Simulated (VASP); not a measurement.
A run of VASP 6.6.1 is set up as follows.

File INCAR:

```
  PREC = Accurate
  ENCUT = 500
  EDIFF = 1E-6
  ISMEAR = -1
  SIGMA = 0.1
  LREAL = False
  LASPH = True
  NELM = 120
  ALGO = Normal
  ISIF = 2
  LWAVE = False
  LCHARG = False
  GGA = PE
  NBANDS = 26
  GGA_COMPAT = False
```

File KPOINTS:

```
Automatic mesh
0
Gamma
  10 10 3
```

Contents of POSCAR:

```
Rb
1.0
    5.0370781311      0.0000000000      0.0000000000
   -2.5185390655      4.3622376224      0.0000000000
    0.0000000000      0.0000000000     16.6179552725
Rb
4
Direct
    1.0000000000      1.0000000000      0.0000000000
    0.0000000000      1.0000000000      0.5000000000
    0.3333333333      0.6666666667      0.2500000000
    0.6666666667      0.3333333333      0.7500000000
```

Potentials or basis: VASP PAW PBE potentials, release 64 (Rb_sv).

Launch:

```sh
$ cat potpaw_PBE.64/Rb_sv/POTCAR > POTCAR
$ mpirun -np 1 vasp_std > vasp.out
```

Question: What does it give for the pressure?

Answer: 0.0 GPa.

Question: Predict the band gap on the k mesh.

Answer: Zero (bands 18 and 19 overlap by 2.10 eV).
